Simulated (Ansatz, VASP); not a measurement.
## P in VASP and in Ansatz

Contents of INCAR:

```
SYSTEM = P
PREC = Accurate ; ENCUT = 520
EDIFF = 1E-6 ; ISMEAR = -1
SIGMA = 0.05 ; LREAL = .False.
LASPH = .True. ; NELM = 100
ALGO = Normal ; ISIF = 2
LWAVE = .False. ; LCHARG = .False.
GGA = B5 ; ALDAX = 1.0
AGGAX = 1.0 ; AGGAC = 1.0
ALDAC = 0.0 ; NBANDS = 18
```

Contents of KPOINTS:

```
Automatic mesh
0
Gamma
  9 9 6
  0 0 0
```

File POSCAR:

```
P
1.0
    1.7271503183     -8.9149163068      0.0000000000
    1.7271503183      8.9149163068      0.0000000000
    0.0000000000      0.0000000000      4.9869633852
P
4
Direct
    0.0607075126      0.9392924874      0.9043653908
    0.5607075126      0.4392924874      0.5956346092
    0.9392924874      0.0607075126      0.0956346092
    0.4392924874      0.5607075126      0.4043653908
```

Input for Ansatz:

```yaml
crystal:
  lattice:
    - [1.7271503183, -8.9149163068, 0.0]
    - [1.7271503183, 8.9149163068, 0.0]
    - [0.0, 0.0, 4.9869633852]
  atoms:
    - { symbol: P, position: [0.0607075126, 0.9392924874, 0.9043653908] }
    - { symbol: P, position: [0.5607075126, 0.4392924874, 0.5956346092] }
    - { symbol: P, position: [0.9392924874, 0.0607075126, 0.0956346092] }
    - { symbol: P, position: [0.4392924874, 0.5607075126, 0.4043653908] }
hamiltonian:
  xc: blyp
  pseudopotentials:
    kind: paw
    azcp:
      P: "pseudopotentials/P.paw.azcp"
basis:
  ecutwfc: 420
  fft_grid_basis: typed
kpoints:
  mp_grid: { grid: [9, 9, 6], shift: [0, 0, 0] }
magnetization:
  spin_polarized: false
scf:
  occupations: { method: fermi_dirac, width: 0.05 }
output:
  stress: true
```

Alike in both runs: task single point; functional BLYP; k mesh 9 × 9 × 6; occupations fermi-dirac, width 0.05 eV; no spin polarisation.

```csv
,VASP,Ansatz
version,VASP 6.6.1,Ansatz 0.2.0
potentials or method,"VASP PAW PBE potentials, release 64 (P), cutoff 520 eV","plane waves (420 eV) with PAW, scalar-relativistic"
valence electrons in the cell,20,20
```

Ansatz gave:

```
pressure (GPa)                                                : -2.3
traceless stress, the component that is largest in VASP (GPa) : 0.79
```

Q: Estimate VASP's values.

A: Pressure (GPa): -2.4; traceless stress, the component that is largest in VASP (GPa): 0.80.

VASP's potentials were made for PBE, not for BLYP. With one functional, cell and mesh, what is left measures potentials, basis and numerics.
